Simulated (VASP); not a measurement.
# Pd (I4/mmm) in VASP: further runs

Runs on Pd. Level: PBE. Tasks: single point.

All numbers are computed with VASP 6.6.1; they aren't measurements. Logs are shortened: lines on timing, memory, paths and dates and some standing lists are left out, and cuts for length are marked.

### Step 1. The cell of the first run

The structure is tetragonal, space group I4/mmm (No. 139). The conventional cell has a = 2.751 Å, b = 2.751 Å, c = 3.987 Å, α = 90.00°, β = 90.00°, γ = 90.00°. Within 3.6 Å of Pd (site symmetry 4/mmm) lie 12 Pd at 2.75 to 2.79 Å.

### Step 2. Single point, PBE (strain +0.000 along x and y, +0.025 along z)

The input, INCAR:

```
SYSTEM = Pd
PREC = Accurate ; ENCUT = 520
EDIFF = 1E-7 ; ISMEAR = 0
SIGMA = 0.15 ; LREAL = .FALSE.
LASPH = .TRUE. ; NELM = 100
ALGO = Fast ; ISIF = 2
LWAVE = .FALSE. ; LCHARG = .FALSE.
GGA = PE ; NBANDS = 11
```

The input, KPOINTS:

```
regular mesh
0
G
  20 20 20
  0 0 0
```

The input, POSCAR:

```
Pd
1.0
    0.0000000000      1.9449000000      1.9935225000
    1.9449000000      0.0000000000      1.9935225000
    1.9449000000      1.9449000000      0.0000000000
Pd
1
Direct
    0.0000000000      0.0000000000      0.0000000000
```

Potentials or basis: VASP PAW PBE potentials, release 64 (Pd).

Launch:

```
> cat potpaw_PBE.64/Pd/POTCAR > POTCAR
> mpirun -np 1 vasp_std > vasp.out
```

OUTCAR:

```text
SYSTEM = Pd
   PREC = Accurate
   ENCUT = 520
   EDIFF = 1E-7
   ISMEAR = 0
   LREAL = .FALSE.
   LASPH = .TRUE.
   NELM = 100
   ISIF = 2
   GGA = PE

 ion  position               nearest neighbor table
   1  0.000  0.000  0.000-

  LATTYP: Found a body centered tetragonal cell.
 ALAT       =     2.7505039575
 C/A-ratio  =     1.4495689014

  Lattice vectors:

 A1 = (  -1.9449000000,   0.0000000000,   1.9935225000)
 A2 = (   1.9449000000,   0.0000000000,   1.9935225000)
 A3 = (   0.0000000000,   1.9449000000,  -1.9935225000)

Analysis of symmetry for initial positions (statically):
=====================================================================
 Subroutine PRICEL returns:
 Original cell was already a primitive cell.

 Routine SETGRP: Setting up the symmetry group for a
 body centered tetragonal supercell.

 Subroutine GETGRP returns: Found 16 space group operations
 (whereof 16 operations were pure point group operations)
 out of a pool of 16 trial point group operations.

The static configuration has the point symmetry D_4h.

Analysis of symmetry for dynamics (positions and initial velocities):
=====================================================================
 Subroutine PRICEL returns:
 Original cell was already a primitive cell.

 Routine SETGRP: Setting up the symmetry group for a
 body centered tetragonal supercell.

 Subroutine GETGRP returns: Found 16 space group operations
 (whereof 16 operations were pure point group operations)
 out of a pool of 16 trial point group operations.

The dynamic configuration has the point symmetry D_4h.

 Subroutine INISYM returns: Found 16 space group operations
 (whereof 16 operations are pure point group operations),
 and found     1 'primitive' translations

----------------------------------------------------------------------------------------

                                     Primitive cell

  volume of cell :      15.0815

  direct lattice vectors                    reciprocal lattice vectors
     0.000000000  1.944900000  1.993522500    -0.257082626  0.257082626  0.250812318
     1.944900000  0.000000000  1.993522500     0.257082626 -0.257082626  0.250812318
     1.944900000  1.944900000  0.000000000     0.257082626  0.257082626 -0.250812318

  length of vectors
     2.785097479  2.785097479  2.750503957     0.441689679  0.441689679  0.441689679

  position of ions in fractional coordinates (direct lattice)
     0.000000000  0.000000000  0.000000000

  ion indices of the primitive-cell ions
   primitive index   ion index
                 1           1

----------------------------------------------------------------------------------------

 KPOINTS: regular mesh

Automatic generation of k-mesh.
 Grid dimensions read from file:
 generate k-points for:   20   20   20

 Generating k-lattice:

  Cartesian coordinates                     Fractional coordinates (reciprocal lattice)
    -0.012854131  0.012854131  0.012540616     0.050000000  0.000000000  0.000000000
     0.012854131 -0.012854131  0.012540616     0.000000000  0.050000000  0.000000000
     0.012854131  0.012854131 -0.012540616    -0.000000000 -0.000000000  0.050000000

  Length of vectors
     0.022084484  0.022084484  0.022084484

  Shift w.r.t. Gamma in fractional coordinates (k-lattice)
     0.000000000  0.000000000  0.000000000

 Subroutine IBZKPT returns following result:
 ===========================================

 Found    641 irreducible k-points:

 Following reciprocal coordinates:
            Coordinates               Weight
  0.000000  0.000000  0.000000      1.000000
  0.050000 -0.000000  0.000000      8.000000
  0.100000  0.000000  0.000000      8.000000
  0.150000 -0.000000  0.000000      8.000000
  0.200000  0.000000  0.000000      8.000000
  0.250000 -0.000000  0.000000      8.000000
[... 16 lines left out ...]
 -0.400000  0.050000  0.000000      8.000000
 -0.350000  0.050000  0.000000      8.000000
 [... further k-points ...]
   k-points           NKPTS =    641   k-points in BZ     NKDIM =    641   number of bands    NBANDS=     11
   number of dos      NEDOS =    301   number of ions     NIONS =      1
   total plane-waves  NPLWV =  11520
   dimension x,y,z NGX =    24 NGY =   24 NGZ =   20
   dimension x,y,z NGXF=    48 NGYF=   48 NGZF=   40
   ions per type =               1
   NGX,Y,Z   is equivalent  to a cutoff of  14.33, 14.33, 12.09 a.u.
   NGXF,Y,Z  is equivalent  to a cutoff of  28.65, 28.65, 24.18 a.u.
 SYSTEM =  Pd
   PREC   = accura    normal or accurate (medium, high low for compatibility)
   ISTART =      0    job   : 0-new  1-cont  2-samecut
   ICHARG =      2    charge: 1-file 2-atom 10-const
   ISPIN  =      1    spin polarized calculation?
   LNONCOLLINEAR =      F non collinear calculations
   LSORBIT =      F    spin-orbit coupling
   LASPH  =      T    aspherical Exc in radial PAW
   ENCUT  =  520.0 eV  38.22 Ry    6.18 a.u.   5.18  5.18  5.11*2*pi/ulx,y,z
   NELM   =    100;   NELMIN=  2; NELMDL= -5     # of ELM steps
   EDIFF  = 0.1E-06   stopping-criterion for ELM
   LREAL  =      F    real-space projection
   EDIFFG = 0.1E-05   stopping-criterion for IOM
   NSW    =      0    number of steps for IOM
   IBRION =     -1    ionic relax: 0-MD 1-quasi-New 2-CG
   NFREE  =      0    steps in history (QN), initial steepest desc. (CG)
   ISIF   =      2    stress and relaxation
   ISYM   =      2    0-nonsym 1-usesym 2-fastsym
   POTIM  = 0.5000    time-step for ionic-motion
   TEBEG  =    0.0;   TEEND  =   0.0 temperature during run
   PSTRESS=    0.0 pullay stress
   NELECT =      10.0000    total number of electrons
   NUPDOWN=      -1.0000    fix difference up-down
   EMIN   =  10.00;   EMAX   =-10.00  energy-range for DOS
   EFERMI =   0.00;   METHOD = LEGACY
   ISMEAR =     0;   SIGMA  =   0.15  broadening in eV -4-tet -1-fermi 0-gaus
   EFERMI_NEDOS =   21; number of points for ismear=-14 and -15
   IALGO  =     68    algorithm
   IMIX   =      4    mixing-type and parameters
     AMIX     =   0.40;   BMIX     =  1.00
     AMIX_MAG =   1.60;   BMIX_MAG =  1.00
  volume/ion in A,a.u.               =      15.08       101.78
  Fermi-wavevector in a.u.,A,eV,Ry     =   1.427555  2.697688 27.727504  2.037914
  Thomas-Fermi vector in A             =   2.547712
   LORBIT       =      0    0 simple, 1 ext, 2 COOP (PROOUT), +10 PAW based schemes
   GGA     = PE    functional components
   LHFCALC =     F    Hartree Fock is set to
   AEXX    =    0.0000 exact exchange contribution
   IVDW    =     0    specifies the selected vdW correction
   LEPSILON=     F    determine dielectric tensor
   LRPA    =     F    only Hartree local field effects (RPA)
 non-spin polarized calculation
 RMM-DIIS sequential band-by-band and
 Gauss-broadening in eV      SIGMA  =   0.15
  energy-cutoff  :      520.00
  volume of cell :       15.08
 maximum number of plane-waves:       420
 NGX is ok and might be reduce to    24
   NGX = 11   NGY = 11   NGZ = 11

 number of electron      10.0000000 magnetization

 number of electron       9.9999998 magnetization

 Free energy of the ion-electron system (eV)
  ---------------------------------------------------
  ext. energy  EPLUGINS =         0.00000000
  ---------------------------------------------------
  free energy    TOTEN  =        -5.22676496 eV

  energy without entropy =       -5.19869758  energy(sigma->0) =       -5.21273127

 E-fermi :   9.4046     XC(G=0): -13.0475

 val. band max:        9.4044770809   @ k =  -0.1500   0.2000   0.0500
 cond. band min:       9.4056175452   @ k =   0.5000   0.2000   0.0000
 fundamental gap:      0.0011404642
 Fermi energy:         9.4046496950

 k-point     1 :       0.0000    0.0000    0.0000
  band No.  band energies     occupation
      1       2.4436      2.00000
      2       6.5182      2.00000
      3       6.7469      2.00000
      4       6.7469      2.00000
      5       8.0999      2.00000
      6       8.3344      2.00000
      7      26.6026      0.00000
      8      30.8720      0.00000
      9      31.4308      0.00000
     10      31.4308      0.00000
     11      36.3750      0.00000

 k-point     2 :       0.0500   -0.0000    0.0000
  band No.  band energies     occupation
      1       2.5331      2.00000
      2       6.5274      2.00000
      3       6.7371      2.00000
      4       6.7777      2.00000
      5       8.0877      2.00000
      6       8.3170      2.00000
      7      26.6946      0.00000
      8      30.5305      0.00000
      9      31.2373      0.00000
     10      31.5296      0.00000
     11      36.7610      0.00000

 k-point     3 :       0.1000    0.0000    0.0000
  band No.  band energies     occupation
      1       2.7939      2.00000
      2       6.5116      2.00000
      3       6.7532      2.00000
      4       6.8612      2.00000
      5       8.0628      2.00000
      6       8.2747      2.00000
      7      26.9095      0.00000
      8      29.2642      0.00000
      9      31.4495      0.00000
     10      31.8116      0.00000
     11      36.7700      0.00000

 k-point     4 :       0.1500   -0.0000    0.0000
  band No.  band energies     occupation
      1       3.1983      2.00000
      2       6.4492      2.00000
      3       6.8230      2.00000
      4       6.9686      2.00000
      5       8.0622      2.00000
      6       8.2398      2.00000
      7      26.8401      0.00000
      8      28.0268      0.00000
      9      31.8672      0.00000
     10      32.2281      0.00000
     11      35.7201      0.00000

 k-point     5 :       0.2000    0.0000    0.0000
  band No.  band energies     occupation
      1       3.6801      2.00000
      2       6.4405      2.00000
      3       6.8727      2.00000
      4       7.0480      2.00000
      5       8.1420      2.00000
      6       8.2662      2.00000
      7      25.5233      0.00000
      8      27.7771      0.00000
      9      32.3413      0.00000
     10      32.6717      0.00000
     11      34.9910      0.00000
[... 211 lines left out ...]
 k-point    21 :       0.5000    0.0500    0.0000
  band No.  band energies     occupation
      1       4.3464      2.00000
      2       6.4759      2.00000
      3       6.7829      2.00000
      4       8.9705      1.99996
      5       9.3359      1.48326
      6      10.9200      0.00000
      7      16.6292      0.00000
      8      25.9552      0.00000
      9      29.7531      0.00000
     10      30.3257      0.00000
     11      36.3837      0.00000

 k-point    22 :      -0.4500    0.0500    0.0000
  band No.  band energies     occupation
      1       4.3526      2.00000
      2       6.4925      2.00000
      3       6.7808      2.00000
      4       8.9679      1.99996
      5       9.2590      1.83028
      6      10.8306      0.00000
      7      16.7973      0.00000
      8      25.9681      0.00000
      9      29.5913      0.00000
     10      30.6445      0.00000
     11      36.2676      0.00000

 k-point    23 :      -0.4000    0.0500    0.0000
  band No.  band energies     occupation
      1       4.3903      2.00000
      2       6.5481      2.00000
      3       6.8200      2.00000
      4       8.6831      2.00000
      5       9.0776      1.99795
      6      10.1927      0.00000
      7      17.9156      0.00000
      8      26.1529      0.00000
      9      29.7489      0.00000
     10      31.2788      0.00000
     11      35.9602      0.00000

 k-point    24 :      -0.3500    0.0500    0.0000
  band No.  band energies     occupation
      1       4.4374      2.00000
      2       6.6322      2.00000
      3       6.8947      2.00000
      4       8.0686      2.00000
      5       8.8214      2.00000
      6       9.5557      0.15439
      7      19.5107      0.00000
      8      26.4893      0.00000
      9      30.1739      0.00000
     10      32.2008      0.00000
     11      35.4235      0.00000

 [... further k-points ...]
[... 5 lines left out ...]
  --------------------------------------------------------------------------------------
  -------------------------------------------------------------------------------------
  Total        0.2942861      0.2942861      0.1625789      0.0000000      0.0000000      0.0000000
  in kB       31.2632875     31.2632875     17.2714608      0.0000000      0.0000000      0.0000000
  external PRESSURE =      26.5993453 kB  Pullay stress =       0.0000000 kB

 VOLUME and BASIS-vectors are now :
 -----------------------------------------------------------------------------
  energy-cutoff  :      520.00
  volume of cell :       15.08
      direct lattice vectors                 reciprocal lattice vectors
     0.000000000  1.944900000  1.993522500    -0.257082626  0.257082626  0.250812318
     1.944900000  0.000000000  1.993522500     0.257082626 -0.257082626  0.250812318
     1.944900000  1.944900000  0.000000000     0.257082626  0.257082626 -0.250812318

 POSITION                                       TOTAL-FORCE (eV/Angst)
 -----------------------------------------------------------------------------------
      0.00000      0.00000      0.00000         0.000000     -0.000000      0.000000
 -----------------------------------------------------------------------------------
    total drift:                               -0.000000     -0.000000      0.000000

  FREE ENERGIE OF THE ION-ELECTRON SYSTEM (eV)
  ---------------------------------------------------
  free  energy   TOTEN  =        -5.2267649587 eV

  energy  without entropy=       -5.1986975756  energy(sigma->0) =       -5.21273127
```

Wall time 2.7 min (1 thread of AMD EPYC 7R43 (Zen 3), shared host); peak memory 0.18 GiB.

What came out:

```yaml
Free_energy: -5.2268 eV
Pressure: 2.7 GPa
Band_gap_on_the_k_mesh: zero (band 5 reaches 9.77 eV, above the bottom of band 6 at 8.16 eV)
```

Caveat: the cell differs from its parent crystal (strain +0.000 along x and y, +0.025 along z).

### Step 3. Single point, PBE (strain +0.000 along x and y, +0.050 along z)

The input, INCAR:

```
  PREC = Accurate
  ENCUT = 520
  EDIFF = 1E-7
  ISMEAR = 0
  SIGMA = 0.15
  LREAL = F
  LASPH = T
  NELM = 60
  ALGO = Fast
  ISIF = 2
  LWAVE = F
  LCHARG = T
  GGA = PE
  LELF = T
  LVHAR = T
  NBANDS = 11
```

The input, KPOINTS:

```
Automatic mesh
0
Gamma
  20 20 20
```

The input, POSCAR:

```
Pd
1.0
    0.0000000000      1.9449000000      2.0421450000
    1.9449000000      0.0000000000      2.0421450000
    1.9449000000      1.9449000000      0.0000000000
Pd
1
Direct
    0.0000000000      0.0000000000      0.0000000000
```

Potentials or basis: VASP PAW PBE potentials, release 64 (Pd).

Launch:

```
> cat potpaw_PBE.64/Pd/POTCAR > POTCAR
> mpirun -np 1 vasp_std > vasp.out
```

Run time: 2.9 min. Hardware: 1 thread of AMD EPYC 7R43 (Zen 3), shared host; peak memory 0.18 GiB.

It converged, with:

```
Free energy            : -5.2251 eV
Pressure               : -1.3 GPa
Band gap on the k mesh : zero (band 5 reaches 9.44 eV, above the bottom of band 6 at 7.82 eV)
```

Stress tensor (GPa, compression positive):
```
-0.45  0.00  0.00
 0.00 -0.45  0.00
 0.00  0.00 -3.11
```

Levels at points of the mesh, in eV from the Fermi level:
```csv
k point,band 3,band 4,band 5,band 6,band 7,band 8
"(0.00, 0.00, 0.00)",-2.47,-2.47,-1.37,-0.92,17.21,21.00
"(0.50, 0.00, 0.00)",-2.47,-0.11,0.06,1.13,6.98,16.42
"(0.50, 0.50, 0.00)",-0.04,0.25,0.25,2.77,9.47,13.57
"(0.50, 0.00, 0.50)",-0.07,0.11,0.43,3.68,10.74,12.58
```

Caveat: the cell differs from its parent crystal (strain +0.000 along x and y, +0.050 along z).
